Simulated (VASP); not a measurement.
Write the native input for VASP 6.6.1 that does the following.

```
Task                   : single point
Functional             : PBEsol
Potentials or basis    : VASP PAW PBE potentials, release 64 (Mg, Te)
Cutoff                 : 520 eV
k mesh                 : 4 × 4 × 4
Occupations            : gaussian, width 0.05 eV
Spin                   : no spin polarisation
Dipole correction      : no
Further INCAR settings : LREAL = Auto; ALGO = Normal; EDIFF = 1e-06; NBANDS = 44
```

The structure of Mg7Te8 (a cell with a defect) lies in POSCAR:

```
Mg7Te8
1.0
    0.0000000000      6.4388576423     -6.4388576423
    6.4388576423      6.4388576423      0.0000000000
    6.4388576423      0.0000000000     -6.4388576423
Mg Te
7 8
Direct
    0.0016701504      0.4983298496      0.5016701504
    0.4983298496      0.0016701504      0.5016701504
    0.4983298496      0.4983298496      0.5016701504
    0.0016701504      0.0016701504      0.9983298496
    0.0016701504      0.4983298496      0.9983298496
    0.4983298496      0.0016701504      0.9983298496
    0.5000000000      0.5000000000      1.0000000000
    0.1211500801      0.1211500801      0.1365497596
    0.1240774978      0.6253075007      0.1253075007
    0.6253075007      0.1240774978      0.1253075007
    0.6253075007      0.6253075007      0.1253075007
    0.1211500801      0.1211500801      0.6211500801
    0.1211500801      0.6365497596      0.6211500801
    0.6365497596      0.1211500801      0.6211500801
    0.6253075007      0.6253075007      0.6240774978
```

This cell differs from its parent crystal: atoms taken out, then relaxed in part.

One way to write it, as run:

INCAR

```
  PREC = Accurate
  ENCUT = 520
  EDIFF = 1E-6
  ISMEAR = 0
  SIGMA = 0.05
  LREAL = Auto
  LASPH = T
  NELM = 80
  ALGO = Normal
  ISIF = 2
  LWAVE = F
  LCHARG = T
  GGA = PS
  LELF = T
  LVHAR = T
  NBANDS = 44
```

KPOINTS

```
regular mesh
0
Gamma
  4 4 4
```

Potentials or basis: VASP PAW PBE potentials, release 64 (Mg, Te).

Launch:

```sh
$ cat potpaw_PBE.64/Mg/POTCAR potpaw_PBE.64/Te/POTCAR > POTCAR
$ mpirun -np 1 vasp_std > vasp.out
```

Results of the run:

| Quantity | Value |
| --- | --- |
| Pressure | -0.9 GPa |
| Largest force | 0.028 eV/Å |
| Band gap on the k mesh | zero (bands 31 and 32 overlap by 0.30 eV) |

Caveat: the cell differs from its parent crystal (atoms taken out, then relaxed in part); the PAW data sets were made with another functional, which shifts forces and pressure a little; spin-orbit coupling is left out, which moves the levels of the heavy elements.

Run time: 8.7 min on 1 thread of Intel Xeon 8259CL, with other jobs on the host, peak memory 0.71 GiB.
